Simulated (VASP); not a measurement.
# Rh (P6_3/mmc) in VASP: single point with PBEsol

Aim: the single point of Rh with PBEsol.

Program: VASP 6.6.1. These are calculated values, not measurements. Logs are shortened: lines on timing, memory, paths and dates and some standing lists are left out, and cuts for length are marked.

**1. The cell of the first run**

The structure is hexagonal, space group P6_3/mmc (No. 194). The conventional cell has a = 2.731 Å, b = 2.731 Å, c = 4.428 Å, α = 90.00°, β = 90.00°, γ = 120.00°. Rh (site symmetry -6m2) has 12 Rh at 2.72 to 2.73 Å within 3.6 Å.

**2. Single point, PBEsol**

Contents of INCAR:

```
  ALGO = Normal
  EDIFF = 1E-6
  ENCUT = 500
  GGA = PS
  GGA_COMPAT = F
  ISIF = 2
  ISMEAR = 0
  LASPH = T
  LCHARG = T
  LELF = T
  LREAL = F
  LVHAR = T
  LWAVE = F
  NBANDS = 22
  NELM = 120
  PREC = Accurate
  SIGMA = 0.1
```

Contents of KPOINTS:

```
k-points
0
Gamma
  9 9 4
```

Contents of POSCAR:

```
Rh
1.0
    2.7309790422      0.0000000000      0.0000000000
   -1.3654895211      2.3650972278      0.0000000000
    0.0000000000      0.0000000000      4.4284890000
Rh
2
Direct
    0.6666666700      0.3333333300      0.7500000000
    0.3333333300      0.6666666700      0.2500000000
```

Potentials or basis: VASP PAW PBE potentials, release 64 (Rh_pv).

Run with:

```
$ cat potpaw_PBE.64/Rh_pv/POTCAR > POTCAR
$ mpirun -np 1 vasp_std > vasp.out
```

OUTCAR:

```text
EDIFF = 1E-6
   ENCUT = 500
   GGA = PS
   ISIF = 2
   ISMEAR = 0
   LASPH = T
   LREAL = F
   NELM = 120
   PREC = Accurate

 ion  position               nearest neighbor table
   1  0.667  0.333  0.750-   2 2.72   2 2.72   2 2.72   2 2.72   2 2.72   2 2.72
   2  0.333  0.667  0.250-   1 2.72   1 2.72   1 2.72   1 2.72   1 2.72   1 2.72

  LATTYP: Found a hexagonal cell.
 ALAT       =     2.7309790422
 C/A-ratio  =     1.6215756077

  Lattice vectors:

 A1 = (   2.7309790422,   0.0000000000,   0.0000000000)
 A2 = (  -1.3654895211,   2.3650972278,   0.0000000000)
 A3 = (   0.0000000000,   0.0000000000,   4.4284890000)

Analysis of symmetry for initial positions (statically):
=====================================================================
 Subroutine PRICEL returns:
 Original cell was already a primitive cell.

 Routine SETGRP: Setting up the symmetry group for a
 hexagonal supercell.

 Subroutine GETGRP returns: Found 24 space group operations
 (whereof 12 operations were pure point group operations)
 out of a pool of 24 trial point group operations.

The static configuration has the point symmetry D_3d.
 The point group associated with its full space group is D_6h.

Analysis of symmetry for dynamics (positions and initial velocities):
=====================================================================
 Subroutine PRICEL returns:
 Original cell was already a primitive cell.

 Routine SETGRP: Setting up the symmetry group for a
 hexagonal supercell.

 Subroutine GETGRP returns: Found 24 space group operations
 (whereof 12 operations were pure point group operations)
 out of a pool of 24 trial point group operations.

The dynamic configuration has the point symmetry D_3d.
 The point group associated with its full space group is D_6h.

 Subroutine INISYM returns: Found 24 space group operations
 (whereof 12 operations are pure point group operations),
 and found     1 'primitive' translations

----------------------------------------------------------------------------------------

                                     Primitive cell

  volume of cell :      28.6037

  direct lattice vectors                    reciprocal lattice vectors
     2.730979042  0.000000000  0.000000000     0.366169049  0.211407799  0.000000000
    -1.365489521  2.365097228  0.000000000     0.000000000  0.422815599  0.000000000
     0.000000000  0.000000000  4.428489000     0.000000000  0.000000000  0.225810655

  length of vectors
     2.730979042  2.730979042  4.428489000     0.422815599  0.422815599  0.225810655

  position of ions in fractional coordinates (direct lattice)
     0.666666670  0.333333330  0.750000000
     0.333333330  0.666666670  0.250000000

  ion indices of the primitive-cell ions
   primitive index   ion index
                 1           1
                 2           2

----------------------------------------------------------------------------------------

 KPOINTS: k-points

Automatic generation of k-mesh.
 Grid dimensions read from file:
 generate k-points for:    9    9    4

 Generating k-lattice:

  Cartesian coordinates                     Fractional coordinates (reciprocal lattice)
     0.040685450  0.023489755  0.000000000     0.111111111  0.000000000  0.000000000
     0.000000000  0.046979511  0.000000000     0.000000000  0.111111111  0.000000000
     0.000000000  0.000000000  0.056452664     0.000000000  0.000000000  0.250000000

  Length of vectors
     0.046979511  0.046979511  0.056452664

  Shift w.r.t. Gamma in fractional coordinates (k-lattice)
     0.000000000  0.000000000  0.000000000

 Subroutine IBZKPT returns following result:
 ===========================================

 Found     36 irreducible k-points:

 Following reciprocal coordinates:
            Coordinates               Weight
  0.000000  0.000000  0.000000      1.000000
  0.111111  0.000000  0.000000      6.000000
  0.222222  0.000000  0.000000      6.000000
  0.333333  0.000000  0.000000      6.000000
  0.444444  0.000000  0.000000      6.000000
  0.111111  0.111111  0.000000      6.000000
[... 16 lines left out ...]
  0.333333  0.222222  0.250000     24.000000
  0.333333  0.333333  0.250000      4.000000
 [... further k-points ...]
   k-points           NKPTS =     36   k-points in BZ     NKDIM =     36   number of bands    NBANDS=     22
   number of dos      NEDOS =    301   number of ions     NIONS =      2
   total plane-waves  NPLWV =  12800
   dimension x,y,z NGX =    20 NGY =   20 NGZ =   32
   dimension x,y,z NGXF=    40 NGYF=   40 NGZF=   64
   ions per type =               2
   NGX,Y,Z   is equivalent  to a cutoff of  12.17, 12.17, 12.01 a.u.
   NGXF,Y,Z  is equivalent  to a cutoff of  24.35, 24.35, 24.03 a.u.
 SYSTEM =  unknown system
   PREC   = accura    normal or accurate (medium, high low for compatibility)
   ISTART =      0    job   : 0-new  1-cont  2-samecut
   ICHARG =      2    charge: 1-file 2-atom 10-const
   ISPIN  =      1    spin polarized calculation?
   LNONCOLLINEAR =      F non collinear calculations
   LSORBIT =      F    spin-orbit coupling
   LASPH  =      T    aspherical Exc in radial PAW
   ENCUT  =  500.0 eV  36.75 Ry    6.06 a.u.   4.98  4.98  8.07*2*pi/ulx,y,z
   NELM   =    120;   NELMIN=  2; NELMDL= -5     # of ELM steps
   EDIFF  = 0.1E-05   stopping-criterion for ELM
   LREAL  =      F    real-space projection
   EDIFFG = 0.1E-04   stopping-criterion for IOM
   NSW    =      0    number of steps for IOM
   IBRION =     -1    ionic relax: 0-MD 1-quasi-New 2-CG
   NFREE  =      0    steps in history (QN), initial steepest desc. (CG)
   ISIF   =      2    stress and relaxation
   ISYM   =      2    0-nonsym 1-usesym 2-fastsym
   POTIM  = 0.5000    time-step for ionic-motion
   TEBEG  =    0.0;   TEEND  =   0.0 temperature during run
   PSTRESS=    0.0 pullay stress
   NELECT =      30.0000    total number of electrons
   NUPDOWN=      -1.0000    fix difference up-down
   EMIN   =  10.00;   EMAX   =-10.00  energy-range for DOS
   EFERMI =   0.00;   METHOD = LEGACY
   ISMEAR =     0;   SIGMA  =   0.10  broadening in eV -4-tet -1-fermi 0-gaus
   EFERMI_NEDOS =   21; number of points for ismear=-14 and -15
   IALGO  =     38    algorithm
   IMIX   =      4    mixing-type and parameters
     AMIX     =   0.40;   BMIX     =  1.00
     AMIX_MAG =   1.60;   BMIX_MAG =  1.00
  volume/ion in A,a.u.               =      14.30        96.51
  Fermi-wavevector in a.u.,A,eV,Ry     =   1.663314  3.143208 37.642066  2.766614
  Thomas-Fermi vector in A             =   2.750053
   LORBIT       =      0    0 simple, 1 ext, 2 COOP (PROOUT), +10 PAW based schemes
   GGA     = PS    functional components
   LHFCALC =     F    Hartree Fock is set to
   AEXX    =    0.0000 exact exchange contribution
   IVDW    =     0    specifies the selected vdW correction
   LEPSILON=     F    determine dielectric tensor
   LRPA    =     F    only Hartree local field effects (RPA)
 non-spin polarized calculation
 Gauss-broadening in eV      SIGMA  =   0.10
  energy-cutoff  :      500.00
  volume of cell :       28.60
 maximum number of plane-waves:       756
 NGX is ok and might be reduce to    20
   NGX =  9   NGY =  9   NGZ = 17

 number of electron      30.0000011 magnetization

 Free energy of the ion-electron system (eV)
  ---------------------------------------------------
  ext. energy  EPLUGINS =         0.00000000
  ---------------------------------------------------
  free energy    TOTEN  =       -16.16613502 eV

  energy without entropy =      -16.15492709  energy(sigma->0) =      -16.16053105

 E-fermi :  11.0480     XC(G=0): -13.9654

 val. band max:       11.0364258953   @ k =   0.3333   0.0000   0.5000
 cond. band min:      11.1254685245   @ k =   0.2222   0.1111   0.5000
 fundamental gap:      0.0890426292
 Fermi energy:        11.0479906716

 k-point     1 :       0.0000    0.0000    0.0000
  band No.  band energies     occupation
      1     -35.8718      2.00000
      2     -35.3090      2.00000
      3     -35.3090      2.00000
      4     -35.2186      2.00000
      5     -35.2158      2.00000
      6     -35.2158      2.00000
[... 14 lines left out ...]
     21      29.1169      0.00000
     22      29.7271      0.00000

 k-point     2 :       0.1111    0.0000    0.0000
  band No.  band energies     occupation
      1     -35.8470      2.00000
      2     -35.3650      2.00000
      3     -35.3270      2.00000
      4     -35.2738      2.00000
      5     -35.2289      2.00000
      6     -35.2250      2.00000
[... 14 lines left out ...]
     21      29.5613      0.00000
     22      29.7193      0.00000

 k-point     3 :       0.2222    0.0000    0.0000
  band No.  band energies     occupation
      1     -35.7789      2.00000
      2     -35.5072      2.00000
      3     -35.4172      2.00000
      4     -35.3711      2.00000
      5     -35.2603      2.00000
      6     -35.2496      2.00000
[... 14 lines left out ...]
     21      28.3860      0.00000
     22      28.8605      0.00000

 k-point     4 :       0.3333    0.0000    0.0000
  band No.  band energies     occupation
      1     -35.6861      2.00000
      2     -35.6692      2.00000
      3     -35.5746      2.00000
      4     -35.4193      2.00000
      5     -35.3114      2.00000
      6     -35.2791      2.00000
[... 14 lines left out ...]
     21      25.8300      0.00000
     22      26.8472      0.00000

 k-point     5 :       0.4444    0.0000    0.0000
  band No.  band energies     occupation
      1     -35.7750      2.00000
      2     -35.6745      2.00000
      3     -35.6039      2.00000
      4     -35.4499      2.00000
      5     -35.3661      2.00000
      6     -35.2989      2.00000
[... 14 lines left out ...]
     21      24.1863      0.00000
     22      25.3990      0.00000

 k-point     6 :       0.1111    0.1111    0.0000
  band No.  band energies     occupation
      1     -35.8005      2.00000
      2     -35.4499      2.00000
      3     -35.4060      2.00000
      4     -35.3303      2.00000
      5     -35.2523      2.00000
      6     -35.2499      2.00000
[... 14 lines left out ...]
     21      27.4497      0.00000
     22      29.7575      0.00000

 k-point     7 :       0.2222    0.1111    0.0000
  band No.  band energies     occupation
      1     -35.7192      2.00000
      2     -35.5889      2.00000
      3     -35.5333      2.00000
      4     -35.3988      2.00000
      5     -35.2931      2.00000
      6     -35.2919      2.00000
[... 324 lines left out ...]
      6     -35.3201      2.00000
[... 14 lines left out ...]
     21      24.2876      0.00000
     22      25.5734      0.00000

 k-point    21 :       0.4444    0.1111    0.2500
  band No.  band energies     occupation
      1     -35.8116      2.00000
      2     -35.7340      2.00000
      3     -35.5193      2.00000
      4     -35.4370      2.00000
      5     -35.3930      2.00000
      6     -35.3342      2.00000
[... 14 lines left out ...]
     21      23.6671      0.00000
     22      26.2542      0.00000

 k-point    22 :       0.2222    0.2222    0.2500
  band No.  band energies     occupation
      1     -35.7285      2.00000
      2     -35.6787      2.00000
      3     -35.5002      2.00000
      4     -35.4874      2.00000
      5     -35.3829      2.00000
      6     -35.3191      2.00000
[... 14 lines left out ...]
     21      24.0503      0.00000
     22      26.1115      0.00000

 k-point    23 :       0.3333    0.2222    0.2500
  band No.  band energies     occupation
      1     -35.7504      2.00000
      2     -35.7015      2.00000
      3     -35.5732      2.00000
      4     -35.4762      2.00000
      5     -35.4217      2.00000
      6     -35.3498      2.00000
[... 14 lines left out ...]
     21      22.7248      0.00000
     22      25.3207      0.00000

 k-point    24 :       0.3333    0.3333    0.2500
  band No.  band energies     occupation
      1     -35.6823      2.00000
      2     -35.6823      2.00000
      3     -35.6644      2.00000
      4     -35.5266      2.00000
      5     -35.3898      2.00000
      6     -35.3898      2.00000
[... 14 lines left out ...]
     21      22.5247      0.00000
     22      22.5247      0.00000

 [... further k-points ...]
[... 5 lines left out ...]
  --------------------------------------------------------------------------------------
  -------------------------------------------------------------------------------------
  Total       -2.4637678     -2.4637678     -2.6785100      0.0000000     -0.0000000      0.0000000
  in kB     -138.0026493   -138.0026493   -150.0309719      0.0000000     -0.0000000      0.0000000
  external PRESSURE =    -142.0120901 kB  Pullay stress =       0.0000000 kB

 VOLUME and BASIS-vectors are now :
 -----------------------------------------------------------------------------
  energy-cutoff  :      500.00
  volume of cell :       28.60
      direct lattice vectors                 reciprocal lattice vectors
     2.730979042  0.000000000  0.000000000     0.366169049  0.211407799  0.000000000
    -1.365489521  2.365097228  0.000000000     0.000000000  0.422815599  0.000000000
     0.000000000  0.000000000  4.428489000     0.000000000  0.000000000  0.225810655

 POSITION                                       TOTAL-FORCE (eV/Angst)
 -----------------------------------------------------------------------------------
      1.36549      0.78837      3.32137        -0.000000      0.000000      0.000000
     -0.00000      1.57673      1.10712         0.000000      0.000000      0.000000
 -----------------------------------------------------------------------------------
    total drift:                               -0.000005      0.000003     -0.000000

  FREE ENERGIE OF THE ION-ELECTRON SYSTEM (eV)
  ---------------------------------------------------
  free  energy   TOTEN  =       -16.1661350178 eV

  energy  without entropy=      -16.1549270905  energy(sigma->0) =      -16.16053105
```

Wall time 7.2 s (1 thread of Intel Xeon 6975P-C (Granite Rapids), shared host); peak memory 0.14 GiB.

What came out:

```yaml
Free_energy: -16.1661 eV
Pressure: -14.2 GPa
Band_gap_on_the_k_mesh: zero (band 15 reaches 11.69 eV, above the bottom of band 16 at 9.71 eV)
```

Caveat: the PAW data sets were made with another functional, which shifts forces and pressure a little.
